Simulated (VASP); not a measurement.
## SnO2: single point with LDA

The system is SnO2.

```xyz
12
Lattice="3.3015 1.9061 4.0869 -3.3015 1.9061 4.0869 0.0000 -3.8122 4.0869" Properties=species:S:1:pos:R:3 pbc="T T T"
Sn    0.0000    0.0000   10.5997
Sn    0.0000   -1.9061    6.5170
Sn   -1.6508    0.9531    6.5170
Sn    1.6508    0.9531    6.5170
O    -1.6497   -0.9525    5.5545
O     1.6497   -0.9525    5.5545
O     0.0000    1.9050    5.5545
O     0.0000    0.0000    7.4782
O     0.0000    0.0000    1.4694
O     0.0000   -1.9073    3.3896
O    -1.6518    0.9537    3.3896
O     1.6518    0.9537    3.3896
```

```yaml
Program: VASP 6.6.1
Task: single point
Functional: LDA
Potentials_or_basis: VASP PAW LDA potentials, release 64 (Sn_d, O)
Cutoff: 520 eV
k_mesh: 6 × 6 × 6
Occupations: gaussian, width 0.05 eV
Spin: no spin polarisation
Dipole_correction: no
Further_INCAR_settings: ALGO = Normal; EDIFF = 1e-06; NBANDS = 64
```

The pressure is -10.5 GPa and the largest force is 0.433 eV/Å. The band gap on the k mesh is 0.91 eV.

Forces on the atoms (eV/Å):
```
Sn   0.000  0.000  0.006
Sn   0.000 -0.003 -0.002
Sn  -0.002  0.001 -0.002
Sn   0.002  0.001 -0.002
O   -0.001 -0.001  0.431
O    0.001 -0.001  0.431
O    0.000  0.001  0.431
O    0.000  0.000 -0.430
O    0.000  0.000  0.433
O    0.000  0.001 -0.432
O    0.001 -0.001 -0.432
O   -0.001 -0.001 -0.432
```

Stress tensor (GPa, compression positive):
```
-12.79   0.00   0.00
  0.00 -12.79   0.00
  0.00   0.00  -5.90
```

Levels at points of the mesh, in eV from the valence-band top:
```
           k point  band 48  band 49  band 50  band 51  band 52  band 53  band 54  band 55  band 56  band 57
(0.00, 0.00, 0.00)    -0.65    -0.10    -0.10    -0.10     0.00     0.91     4.12     4.12     4.12     4.87
(0.50, 0.00, 0.00)    -0.59    -0.39    -0.39    -0.12    -0.12     3.47     3.48     4.93     4.93     5.94
(0.50, 0.50, 0.00)    -1.10    -0.63    -0.62    -0.24    -0.24     3.98     3.98     4.92     4.92     6.88
(0.50, 0.50, 0.50)    -1.31    -1.31    -1.20    -1.20    -1.20     3.22     4.78     4.78     4.78     5.48
```

It took 5.2 min on 1 thread of Intel(R) Xeon(R) Platinum 8259CL CPU @ 2.50GHz (Skylake/Cascade Lake) (shared host), peak memory 0.35 GiB.

Caveat: the stress differs along the axes, from -13 to -6 GPa; spin-orbit coupling is left out, which moves the levels of the heavy elements.
